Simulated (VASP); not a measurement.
Set up this calculation in VASP 6.6.1, as the native input.

| Property | Result |
| --- | --- |
| Task | single point |
| Functional | LDA |
| Potentials or basis | VASP PAW LDA potentials, release 64 (Ba_sv, Zr_sv, O) |
| Cutoff | 520 eV |
| k mesh | 4 × 4 × 4 |
| Occupations | gaussian, width 0.01 eV |
| Spin | no spin polarisation |
| Dipole correction | no |
| Further INCAR settings | ALGO = Normal; EDIFF = 1e-06; NBANDS = 28 |

The structure of BaZrO3 lies in POSCAR:

```
BaZrO3
1.0
    4.1638072673      0.0000000000      0.0000000000
    0.0000000000      4.1638072673      0.0000000000
    0.0000000000      0.0000000000      4.1638072673
Ba Zr O
1 1 3
Direct
    0.0000000000      0.0000000000      0.0000000000
    0.5000000000      0.5000000000      0.5000000000
    0.0000000000      0.5000000000      0.5000000000
    0.5000000000      0.0000000000      0.5000000000
    0.5000000000      0.5000000000      0.0000000000
```

One way to write it, as run:

INCAR

```
SYSTEM = BaZrO3
  ALGO = Normal
  EDIFF = 1E-6
  ENCUT = 520
  ISIF = 2
  ISMEAR = 0
  LASPH = .TRUE.
  LCHARG = .TRUE.
  LELF = .TRUE.
  LREAL = .FALSE.
  LVHAR = .TRUE.
  LWAVE = .FALSE.
  NBANDS = 28
  NELM = 60
  PREC = Accurate
  SIGMA = 0.01
```

KPOINTS

```
k-points
0
G
  4 4 4
  0 0 0
```

Potentials or basis: VASP PAW LDA potentials, release 64 (Ba_sv, Zr_sv, O).

Command:

```sh
$ cat potpaw_LDA.64/Ba_sv/POTCAR potpaw_LDA.64/Zr_sv/POTCAR potpaw_LDA.64/O/POTCAR > POTCAR
$ mpirun -np 1 vasp_std > vasp.out
```

Results of the run:

The pressure is -0.5 GPa. The band gap on the k mesh is 3.10 eV, indirect (least direct gap 3.30 eV).

Caveat: spin-orbit coupling is left out, which moves the levels of the heavy elements.

Run time: 6.8 s on 1 thread of Intel(R) Xeon(R) 6975P-C (Granite Rapids), on a shared host, peak memory 0.16 GiB.
